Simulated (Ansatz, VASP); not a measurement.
# Two plane-wave programs on Al

```
Al
1.0
     2.80625    0.00000    0.00000
    -1.40313    2.43029    0.00000
     0.00000    0.00000    9.30501
Al
4
Direct
  0.00000 0.00000 0.00000
  0.00000 0.00000 0.50000
  0.33333 0.66667 0.25000
  0.66667 0.33333 0.75000
```

Alike in both runs: functional LDA; k mesh 13 × 13 × 4; occupations fermi-dirac, width 0.1 eV; no spin polarisation.

Ansatz relaxed the structure, and its values are those at the end. VASP's run is a single point on that final structure, the one shown.

```csv
,VASP,Ansatz
version,VASP 6.6.1,Ansatz 0.2.0
potentials or method,"VASP PAW LDA potentials, release 64 (Al), cutoff 520 eV","plane waves (420 eV) with PAW, scalar-relativistic"
valence electrons in the cell,12,12
```

Ansatz gave:

| Quantity | Value |
| --- | --- |
| pressure (GPa) | 0.0 |

Estimate VASP's values.

pressure (GPa): 0.1.

Ansatz warns that its potentials were made for another functional, while VASP's fit it. LDA's correlation is that of Perdew and Zunger in VASP and of Perdew and Wang (1992) in Ansatz.
